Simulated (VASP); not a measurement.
Write the native input for VASP 6.6.1 that does the following.

- Task: single point
- Functional: r2SCAN
- Potentials or basis: VASP PAW PBE potentials, release 64 (Pb_d, Se)
- Cutoff: 550 eV
- k mesh: 5 × 5 × 5
- Occupations: gaussian, width 0.01 eV
- Spin: no spin polarisation
- Dipole correction: no
- Further INCAR settings: ALGO = Normal; EDIFF = 1e-06; NBANDS = 17

The system is PbSe (Clausthalite).

```
Pb Se
1.0
     0.00000    3.06065    3.06065
     3.06065    0.00000    3.06065
     3.06065    3.06065    0.00000
Pb Se
1 1
Cartesian
  0.0000 0.0000 0.0000
  3.0606 3.0606 3.0606
```

These files were run (other wordings do the same):

POSCAR

```
PbSe
1.0
    0.0000000000      3.0606500000      3.0606500000
    3.0606500000      0.0000000000      3.0606500000
    3.0606500000      3.0606500000      0.0000000000
Pb Se
1 1
Direct
    0.0000000000      0.0000000000      0.0000000000
    0.5000000000      0.5000000000      0.5000000000
```

INCAR.step1

```
SYSTEM = PbSe
PREC = Accurate
ENCUT = 550
ISMEAR = 0
SIGMA = 0.01
LREAL = .FALSE.
LASPH = .TRUE.
NELM = 120
NBANDS = 17
GGA = PE
ALGO = Normal
EDIFF = 1E-5
LWAVE = .TRUE.
LCHARG = .FALSE.
GGA_COMPAT = .FALSE.
```

INCAR.step2

```
SYSTEM = PbSe
PREC = Accurate
ENCUT = 550
EDIFF = 1E-6
ISMEAR = 0
SIGMA = 0.01
LREAL = .FALSE.
LASPH = .TRUE.
NELM = 120
ALGO = Normal
ISIF = 2
LWAVE = .FALSE.
LCHARG = .FALSE.
METAGGA = R2SCAN
LMIXTAU = .TRUE.
NBANDS = 17
ISTART = 1
GGA_COMPAT = .FALSE.
```

KPOINTS

```
regular mesh
0
G
  5 5 5
  0 0 0
```

Potentials or basis: VASP PAW PBE potentials, release 64 (Pb_d, Se).

Run with:

```sh
$ cat potpaw_PBE.64/Pb_d/POTCAR potpaw_PBE.64/Se/POTCAR > POTCAR
$ cp INCAR.step1 INCAR
$ mpirun -np 1 vasp_std > vasp.out
$ cp INCAR.step2 INCAR
$ mpirun -np 1 vasp_std > vasp.out
```

It gave:

The pressure is 1.4 GPa.

Caveat: the PAW data sets were made with another functional, which shifts forces and pressure a little.

It took 51 s on 1 thread of AMD EPYC 9R14 (Zen 4) (shared host), peak memory 0.18 GiB.
